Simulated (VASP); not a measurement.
Cu2B:

```
Cu B
1.0
     0.00000    3.31243    3.31243
     3.31243    0.00000    3.31243
     3.31243    3.31243    0.00000
Cu B
4 2
Direct
  0.62500 0.62500 0.62500
  0.12500 0.62500 0.62500
  0.62500 0.62500 0.12500
  0.62500 0.12500 0.62500
  0.00000 0.00000 0.00000
  0.25000 0.25000 0.25000
```

```yaml
Program: VASP 6.6.1
Task: relaxation of cell and atoms
Functional: PBE
Potentials_or_basis: VASP PAW PBE potentials, release 64 (Cu, B)
Cutoff: 600 eV
k_mesh: 10 × 10 × 10
Occupations: gaussian, width 0.1 eV
Spin: no spin polarisation
```

At the start: pressure -2.7 GPa; volume 12.11 Å³/atom.

Task: How do energy, volume and symmetry change on relaxing?

Result: Over 3 steps the energy falls by 2.4 meV/atom and the volume is 11.83 Å³/atom (-2.3 %); space group Fd-3m (No. 227, to 0.05 Å).

Step by step:
| step | energy change (eV) | largest force (eV/Å) | pressure (GPa) | volume (Å³) |
| --- | --- | --- | --- | --- |
| 1 | 0.0000 | 0.0000 | -2.67 | 72.69 |
| 2 | -0.0138 | 0.0000 | 0.70 | 70.59 |
| 3 | -0.0146 | 0.0000 | 0.01 | 70.98 |

Final structure:
```
CELL_PARAMETERS angstrom
0.00000 3.28632 3.28632
3.28632 0.00000 3.28632
3.28632 3.28632 0.00000
ATOMIC_POSITIONS crystal
Cu 0.62500 0.62500 0.62500
Cu 0.12500 0.62500 0.62500
Cu 0.62500 0.62500 0.12500
Cu 0.62500 0.12500 0.62500
B 0.00000 0.00000 0.00000
B 0.25000 0.25000 0.25000
```
